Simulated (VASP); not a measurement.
Input of a VASP 6.6.1 run:

File INCAR:

```
SYSTEM = Zr4H
  PREC = Accurate
  ENCUT = 520
  EDIFF = 1E-6
  ISMEAR = 0
  SIGMA = 0.1
  LREAL = .False.
  LASPH = .True.
  NELM = 100
  ALGO = Fast
  ISIF = 2
  LWAVE = .False.
  LCHARG = .True.
  GGA = PE
  LELF = .True.
  LVHAR = .True.
  NBANDS = 32
```

Contents of KPOINTS:

```
Automatic mesh
0
Gamma
  10 10 10
  0 0 0
```

POSCAR

```
Zr4H
1.0
   -2.9153647603      2.9153647603      2.9153647603
    2.9153647603     -2.9153647603      2.9153647603
    2.9153647603      2.9153647603     -2.9153647603
Zr H
4 1
Direct
    0.0000000000      0.0000000000      0.5000000000
    0.0000000000      0.5000000000      0.0000000000
    0.5000000000      0.0000000000      0.0000000000
    0.5000000000      0.5000000000      0.5000000000
    0.0000000000      0.0000000000      0.0000000000
```

Potentials or basis: VASP PAW PBE potentials, release 64 (Zr_sv, H).

Launch:

```bash
$ cat potpaw_PBE.64/Zr_sv/POTCAR potpaw_PBE.64/H/POTCAR > POTCAR
$ mpirun -np 1 vasp_std > vasp.out
```

**Question.** Predict the band gap on the k mesh.

**Answer.** Zero (an odd number of electrons rules out a gap without spin polarisation).

**Question.** Estimate the pressure.

**Answer.** 0.0 GPa.
